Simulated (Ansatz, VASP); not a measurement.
**TaC in VASP and in Ansatz**

```
Ta C
1.0
     0.00000    2.22300    2.22300
     2.22300    0.00000    2.22300
     2.22300    2.22300    0.00000
Ta C
1 1
Cartesian
  0.0000 0.0000 0.0000
  2.2230 2.2230 2.2230
```

Alike in both runs: task single point; functional PBE; k mesh 10 × 10 × 10; occupations fermi-dirac, width 0.0816 eV; no spin polarisation.

|  | VASP | Ansatz |
| --- | --- | --- |
| version | VASP 6.6.1 | Ansatz 0.2.0 |
| potentials or method | VASP PAW PBE potentials, release 64 (Ta_pv, C) | PAW with Ansatz's default frozen-core files, scalar-relativistic |
| plane-wave cutoff (eV) | 600 | 420 |
| valence electrons in the cell | 15 | 17 |

VASP gave:

- pressure (GPa): 7.3

**Question.** Estimate Ansatz's values.

**Answer.** Pressure (GPa): 6.7.

With one functional, cell and mesh, what is left measures potentials, basis and numerics. VASP's potentials hold 15 valence electrons a cell and Ansatz's 17, so a difference there can come from the potentials and not from the codes.

Neither program's run includes spin-orbit coupling.
